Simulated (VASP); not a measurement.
## Cu: single point with PBEsol

Crystal: Cu.

```xyz
1
Lattice="0.0000 1.7730 1.7730 1.7730 0.0000 1.7730 1.7730 1.7730 0.0000" Properties=species:S:1:pos:R:3 pbc="T T T"
Cu    0.0000    0.0000    0.0000
```

| Item | Value |
| --- | --- |
| Program | VASP 6.6.1 |
| Task | single point |
| Functional | PBEsol |
| Potentials or basis | VASP PAW PBE potentials, release 64 (Cu) |
| Cutoff | 520 eV |
| k mesh | 12 × 12 × 12 |
| Occupations | fermi-dirac, width 0.06 eV |
| Spin | no spin polarisation |
| Dipole correction | no |
| Further INCAR settings | ALGO = Normal; EDIFF = 1e-06; NBANDS = 12 |

```json
{"Pressure": "3.3 GPa"}
```

Levels at points of the mesh, in eV from the Fermi level:
| k point | band 3 | band 4 | band 5 | band 6 | band 7 | band 8 | band 9 | band 10 |
| --- | --- | --- | --- | --- | --- | --- | --- | --- |
| (0.00, 0.00, 0.00) | -3.14 | -3.14 | -2.23 | -2.23 | 23.12 | 26.18 | 26.18 | 26.18 |
| (0.50, 0.00, 0.00) | -3.18 | -1.61 | -1.61 | -1.14 | 4.11 | 21.58 | 23.00 | 23.00 |
| (0.50, 0.50, 0.00) | -1.63 | -1.46 | -1.46 | 1.48 | 7.58 | 13.56 | 13.56 | 18.22 |

Run time: 5.7 s on 1 thread of Intel(R) Xeon(R) Platinum 8559C (Emerald Rapids), on a shared host, peak memory 0.12 GiB.

Caveat: the PAW data sets were made with another functional, which shifts forces and pressure a little.
